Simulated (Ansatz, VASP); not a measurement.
**One calculation of LiCl, two programs**

```xyz
16
Lattice="0.0000 5.0842 5.0842 5.0842 0.0000 5.0842 5.0842 5.0842 0.0000" Properties=species:S:1:pos:R:3 pbc="T T T"
Li    0.0000    0.0000    0.0000
Li    2.5421    2.5421    0.0000
Li    2.5421    0.0000    2.5421
Li    5.0842    2.5421    2.5421
Li    0.0000    2.5421    2.5421
Li    2.5421    5.0842    2.5421
Li    2.5421    2.5421    5.0842
Li    5.0842    5.0842    5.0842
Cl    2.5421    2.5421    2.5421
Cl    5.0842    5.0842    2.5421
Cl    5.0842    2.5421    5.0842
Cl    7.6264    5.0842    5.0842
Cl    2.5421    5.0842    5.0842
Cl    5.0842    7.6264    5.0842
Cl    5.0842    5.0842    7.6264
Cl    7.6264    7.6264    7.6264
```

Alike in both runs: task electric field gradients; functional PBE; k mesh 3 × 3 × 3; no spin polarisation.

|  | VASP | Ansatz |
| --- | --- | --- |
| version | VASP 6.6.1 | Ansatz 0.2.0 |
| potentials or method | VASP PAW PBE potentials, release 64 (Li_sv, Cl) | plane-wave PAW, scalar-relativistic |
| plane-wave cutoff (eV) | 520 | 420 |
| occupations | gaussian, width 0.01 eV | fixed |
| valence electrons in the cell | 80 | 80 |

VASP gave:

```
gap on the k mesh at the Fermi level (eV) : 6.50
```

**Question.** Estimate Ansatz's values.

**Answer.** gap on the k mesh at the Fermi level (eV): 6.48.

Noted on VASP's run: the cutoff is short for stress, so the pressure is rough.
